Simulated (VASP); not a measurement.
Wanted: the native input for a VASP 6.6.1 run.

```yaml
Task: electric field gradients
Functional: LDA
Potentials_or_basis: VASP PAW LDA potentials, release 64 (Y_sv, S)
Cutoff: 520 eV
k_mesh: 8 × 8 × 8
Occupations: fermi-dirac, width 0.01 eV
Spin: no spin polarisation
Dipole_correction: no
Further_INCAR_settings: ALGO = Normal; EDIFF = 1e-08; NBANDS = 16
```

The structure of YS lies in POSCAR:

```
YS
1.0
    0.0000000000      2.7974607202      2.7974607202
    2.7974607202      0.0000000000      2.7974607202
    2.7974607202      2.7974607202      0.0000000000
Y S
1 1
Direct
    0.5000000000      0.5000000000      0.5000000000
    0.0000000000      0.0000000000      0.0000000000
```

One way to write it, as run:

INCAR

```
SYSTEM = YS
PREC     = Accurate       ! precision mode
ENCUT    = 520            ! plane-wave cutoff, eV
EDIFF    = 1E-8           ! SCF threshold, eV
ISMEAR   = -1             ! smearing method
SIGMA    = 0.01           ! smearing width, eV
LREAL    = .FALSE.        ! projectors in reciprocal space
LASPH    = .TRUE.         ! aspherical terms in the spheres
NELM     = 100            ! most SCF steps
ALGO     = Normal         ! electronic algorithm
ISIF     = 2              ! what is computed and relaxed
LWAVE    = .FALSE.        ! write WAVECAR
LCHARG   = .FALSE.        ! write CHGCAR
LEFG     = .TRUE.       
NBANDS   = 16             ! bands
```

KPOINTS

```
regular mesh
0
G
  8 8 8
  0 0 0
```

Potentials or basis: VASP PAW LDA potentials, release 64 (Y_sv, S).

Launch:

```bash
$ cat potpaw_LDA.64/Y_sv/POTCAR potpaw_LDA.64/S/POTCAR > POTCAR
$ mpirun -np 1 vasp_std > vasp.out
```

Results of the run:

```yaml
Pressure: -8.5 GPa
Band_gap_on_the_k_mesh: zero (an odd number of electrons rules out a gap without spin polarisation)
Largest_electric_field_gradient_by_atom: zero within the noise of the run
```

Caveat: the cell stands under tension.

Run time: 42 s on 1 thread of Intel Xeon 8259CL, with other jobs on the host, peak memory 0.17 GiB.
